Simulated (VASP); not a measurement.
Write the native input for VASP 6.6.1 that does the following.

| Item | Value |
| --- | --- |
| Task | single point |
| Functional | PBEsol |
| Potentials or basis | VASP PAW PBE potentials, release 64 (C) |
| Cutoff | 600 eV |
| k mesh | 6 × 6 × 6 |
| Occupations | gaussian, width 0.01 eV |
| Spin | no spin polarisation |
| Dipole correction | no |
| Further INCAR settings | ALGO = Normal; EDIFF = 1e-06; NBANDS = 11 |

The structure of C lies in POSCAR:

```
C
1.0
   -0.0131329369      1.7814679574      1.7814679574
    1.7814679574     -0.0131329369      1.7814679574
    1.7814679574      1.7814679574     -0.0131329369
C
2
Direct
   -0.0000873341     -0.0000873341     -0.0000873341
    0.2500873341      0.2500873341      0.2500873341
```

The input as run:

INCAR

```
SYSTEM = C
PREC = Accurate
ENCUT = 600
EDIFF = 1E-6
ISMEAR = 0
SIGMA = 0.01
LREAL = .FALSE.
LASPH = .TRUE.
NELM = 120
ALGO = Normal
ISIF = 2
LWAVE = .FALSE.
LCHARG = .FALSE.
GGA = PS
NBANDS = 11
GGA_COMPAT = .FALSE.
```

KPOINTS

```
regular mesh
0
G
  6 6 6
  0 0 0
```

Potentials or basis: VASP PAW PBE potentials, release 64 (C).

The run is started by

```bash
$ cat potpaw_PBE.64/C/POTCAR > POTCAR
$ mpirun -np 1 vasp_std > vasp.out
```

Results of the run:

The pressure is -7.6 GPa and the largest force is 0.005 eV/Å. The band gap on the k mesh is 3.99 eV, indirect (least direct gap 5.40 eV).

Caveat: the k points lie up to 0.51 Å⁻¹ apart; the PAW data sets were made with another functional, which shifts forces and pressure a little.

Wall time 2.7 s on 1 thread of Intel(R) Xeon(R) 6975P-C (Granite Rapids), on a shared host, peak memory 0.11 GiB.
